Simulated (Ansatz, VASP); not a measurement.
**One calculation of Sb2Pt, two programs**

INCAR

```
PREC = Accurate ; ENCUT = 520
EDIFF = 1E-6 ; ISMEAR = 0
SIGMA = 0.05 ; LREAL = False
LASPH = True ; NELM = 100
ALGO = Normal ; ISIF = 2
LWAVE = False ; LCHARG = False
GGA = PE ; NBANDS = 17
```

The input KPOINTS:

```
regular mesh
0
Gamma
  10 10 6
```

The input POSCAR:

```
Sb2Pt
1.0
    4.0599872515     -0.0405998725      0.0000000000
   -2.0651541467      3.5363520351      0.0000000000
    0.0000000000      0.0000000000      5.2259058719
Pt Sb
1 2
Direct
    0.0000000000      0.0000000000      0.0000000000
    0.3333333333      0.6666666667      0.2584105895
    0.6666666667      0.3333333333      0.7415894105
```

Input for Ansatz:

```yaml
crystal:
  lattice:
    - [4.0599872515, -0.0405998725, 0.0]
    - [-2.0651541467, 3.5363520351, 0.0]
    - [0.0, 0.0, 5.2259058719]
  atoms:
    - { symbol: Pt, position: [0.0, 0.0, 0.0] }
    - { symbol: Sb, position: [0.3333333333, 0.6666666667, 0.2584105895] }
    - { symbol: Sb, position: [0.6666666667, 0.3333333333, 0.7415894105] }
basis:
  ecutwfc: 420
  ecutrho_ratio: 4
kpoints:
  mp_grid: { grid: [10, 10, 6] }
hamiltonian:
  xc: pbe
scf:
  occupations: { method: gaussian, width: 0.05 }
output:
  forces: true
  stress: true
  eigenvalues: true
```

Change from the starting cell: strain e6 = -0.02, atoms carried along.

Alike in both runs: task single point; functional PBE; k mesh 10 × 10 × 6; occupations gaussian, width 0.05 eV; no spin polarisation.

|  | VASP | Ansatz |
| --- | --- | --- |
| version | VASP 6.6.1 | Ansatz 0.2.0 |
| potentials or method | VASP PAW PBE potentials, release 64 (Pt, Sb), cutoff 520 eV | scalar-relativistic, plane waves, PAW |
| valence electrons in the cell | 20 | 48 |

|  | VASP | Ansatz | Ansatz less VASP |
| --- | --- | --- | --- |
| gap on the k mesh at the Fermi level (eV) | none | none | - |
| pressure (GPa) | -0.3 | 0.0 | +0.29 |
| traceless stress, the component that is largest in VASP (GPa) | 0.85 | 0.85 | +0.002 |
| rms of the force components (eV/Å) | 0.055 | 0.056 | +0.0006 |

Atom by atom the forces differ by 0.009 eV/Å (rms over components). A gap of «none» marks a metal or a gap that the smearing closes. The functional is the same, so the differences come from potentials, cutoffs and numerics. VASP's potentials hold 20 valence electrons a cell and Ansatz's 48, so a difference there can come from the potentials and not from the codes.

Spin-orbit coupling is off throughout.
